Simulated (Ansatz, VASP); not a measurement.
**Two plane-wave programs on Ru**

File POSCAR:

```
Ru
1.0
    2.7057993342      0.0000000000      0.0000000000
   -1.3528996671      2.3432909610      0.0000000000
    0.0000000000      0.0000000000      4.6244520000
Ru
2
Direct
    0.3333333333      0.6666666667      0.2500000000
    0.6666666667      0.3333333333      0.7500000000
```

Contents of INCAR.step1:

```
PREC = Accurate ; ENCUT = 520
ISMEAR = 0 ; SIGMA = 0.15
LREAL = F ; LASPH = T
NELM = 80 ; NBANDS = 21
GGA = PE ; ALGO = Normal
EDIFF = 1E-4 ; LWAVE = T
LCHARG = F
```

INCAR.step2

```
PREC = Accurate ; ENCUT = 520
EDIFF = 1E-6 ; ISMEAR = 0
SIGMA = 0.15 ; LREAL = F
LASPH = T ; NELM = 80
ALGO = Normal ; ISIF = 2
LWAVE = F ; LCHARG = F
METAGGA = R2SCAN ; LMIXTAU = T
NBANDS = 21 ; ISTART = 1
```

KPOINTS

```
Automatic mesh
0
Gamma
  24 24 12
```

Input for Ansatz:

```yaml
crystal:
  lattice:
    - [2.7057993342, 0.0, 0.0]
    - [-1.3528996671, 2.343290961, 0.0]
    - [0.0, 0.0, 4.624452]
  atoms:
    - { symbol: Ru, position: [0.3333333333, 0.6666666667, 0.25] }
    - { symbol: Ru, position: [0.6666666667, 0.3333333333, 0.75] }
basis:
  ecutwfc: 500
kpoints:
  mp_grid: { grid: [24, 24, 12] }
hamiltonian:
  xc: r2scan
scf:
  occupations: { method: gaussian, width: 0.15 }
output:
  forces: true
  stress: true
  eigenvalues: true
```

Change from the starting cell: strain +0.000 along x and y, +0.080 along z, atoms carried along.

Alike in both runs: task single point; functional r2SCAN; k mesh 24 × 24 × 12; occupations gaussian, width 0.15 eV; no spin polarisation.

```csv
,VASP,Ansatz
version,VASP 6.6.1,Ansatz 0.2.0
potentials or method,"VASP PAW PBE potentials, release 64 (Ru_pv), cutoff 520 eV","scalar-relativistic, plane waves, PAW"
valence electrons in the cell,28,32
```

```tsv
	VASP	Ansatz	Ansatz less VASP
gap on the k mesh at the Fermi level (eV)	none	none	-
pressure (GPa)	-20.7	-21.7	-0.98
traceless stress, the component that is largest in VASP (GPa)	-20.07	-19.99	+0.083
```

VASP's potentials were made for PBE, not for r2SCAN. A gap of «none» marks a metal or a gap that the smearing closes. VASP's potentials hold 28 valence electrons a cell and Ansatz's 32, so a difference there can come from the potentials and not from the codes.
